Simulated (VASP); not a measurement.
Write the native input for VASP 6.6.1 that does the following.

```yaml
Task: single point
Functional: PBE
Potentials_or_basis: VASP PAW PBE potentials, release 64 (Hf_pv, O)
Cutoff: 520 eV
k_mesh: 8 × 8 × 8
Occupations: gaussian, width 0.05 eV
Spin: no spin polarisation
Dipole_correction: no
Further_INCAR_settings: ALGO = Normal; EDIFF = 1e-06; NBANDS = 18
```

The structure of HfO2 lies in POSCAR:

```
HfO2
1.0
    0.0159843750      2.5575000000      2.5575000000
    2.5575000000      0.0159843750      2.5575000000
    2.5734843750      2.5734843750      0.0000000000
Hf O
1 2
Direct
    0.0000000000      0.0000000000      0.0000000000
    0.2500000000      0.2500000000      0.2500000000
    0.7500000000      0.7500000000      0.7500000000
```

This cell differs from its parent crystal: strain +0.0125 x Voigt [0, 0, 0, 0, 0, 1].

The input as run:

INCAR

```
SYSTEM = HfO2
PREC = Accurate ; ENCUT = 520
EDIFF = 1E-6 ; ISMEAR = 0
SIGMA = 0.05 ; LREAL = .FALSE.
LASPH = .TRUE. ; NELM = 100
ALGO = Normal ; ISIF = 2
LWAVE = .FALSE. ; LCHARG = .FALSE.
GGA = PE ; NBANDS = 18
```

KPOINTS

```
Automatic mesh
0
G
  8 8 8
  0 0 0
```

Potentials or basis: VASP PAW PBE potentials, release 64 (Hf_pv, O).

Launch:

```sh
$ cat potpaw_PBE.64/Hf_pv/POTCAR potpaw_PBE.64/O/POTCAR > POTCAR
$ mpirun -np 1 vasp_std > vasp.out
```

Results of the run:

The pressure is -5.9 GPa, the largest force is 0.070 eV/Å and the band gap on the k mesh is 3.73 eV.

Caveat: the cell differs from its parent crystal (strain +0.0125 x Voigt [0, 0, 0, 0, 0, 1]); the cell stands under tension; spin-orbit coupling is left out, which moves the levels of the heavy elements.

Run time: 73 s on 1 thread of Intel Xeon 8259CL, on a shared host, peak memory 0.19 GiB.
